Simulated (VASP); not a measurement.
Wanted: the native input for a VASP 6.6.1 run.

```
Task                   : single point
Functional             : PBEsol
Potentials or basis    : VASP PAW PBE potentials, release 64 (Ta_pv, N)
Cutoff                 : 520 eV
k mesh                 : 18 × 18 × 16
Occupations            : gaussian, width 0.15 eV
Spin                   : no spin polarisation
Dipole correction      : no
Further INCAR settings : ALGO = Normal; EDIFF = 1e-06; NBANDS = 15
```

The structure of TaN lies in POSCAR:

```
TaN
1.0
    2.9240351141      0.0000000000      0.0000000000
   -1.4620175570      2.5322886904      0.0000000000
    0.0000000000      0.0000000000      2.7272000000
Ta N
1 1
Direct
    0.3333333333      0.6666666667      0.5000000000
    0.0000000000      0.0000000000      0.0000000000
```

These files were run (other wordings do the same):

INCAR

```
PREC = Accurate
ENCUT = 520
EDIFF = 1E-6
ISMEAR = 0
SIGMA = 0.15
LREAL = False
LASPH = True
NELM = 80
ALGO = Normal
ISIF = 2
LWAVE = False
LCHARG = False
GGA = PS
NBANDS = 15
```

KPOINTS

```
Automatic mesh
0
Gamma
  18 18 16
```

Potentials or basis: VASP PAW PBE potentials, release 64 (Ta_pv, N).

The run is started by

```sh
$ cat potpaw_PBE.64/Ta_pv/POTCAR potpaw_PBE.64/N/POTCAR > POTCAR
$ mpirun -np 1 vasp_std > vasp.out
```

It gave:

- Pressure: 24.3 GPa
- Band gap on the k mesh: zero (band 8 reaches 9.03 eV, above the bottom of band 9 at 8.72 eV)

Caveat: the PAW data sets were made with another functional, which shifts forces and pressure a little; spin-orbit coupling is left out, which moves the levels of the heavy elements.

It took 25 s on 1 thread of Intel(R) Xeon(R) 6975P-C (Granite Rapids) (shared host), peak memory 0.22 GiB.
